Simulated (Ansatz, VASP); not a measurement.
# One calculation of LiF, two programs

```
Li F
1.0
     0.00000    2.03379    2.03379
     2.03379    0.00000    2.03379
     2.03379    2.03379    0.00000
Li F
1 1
Direct
  0.00000 0.00000 0.00000
  0.50000 0.50000 0.50000
```

Alike in both runs: task single point; functional r2SCAN; k mesh 10 × 10 × 10; occupations gaussian, width 0.02 eV; no spin polarisation.

```csv
,VASP,Ansatz
version,VASP 6.6.1,Ansatz 0.2.0
potentials or method,"VASP PAW PBE potentials, release 64 (Li_sv, F), cutoff 830 eV","scalar-relativistic, plane waves, PAW"
valence electrons in the cell,10,10
```

|  | VASP | Ansatz | Ansatz less VASP |
| --- | --- | --- | --- |
| gap on the k mesh at the Fermi level (eV) | 9.99 | 9.79 | -0.194 |
| least direct gap on the mesh (eV) | 9.99 | 9.79 | -0.194 |
| pressure (GPa) | -4.6 | -3.9 | +0.62 |

VASP's potentials were made for PBE, not for r2SCAN.
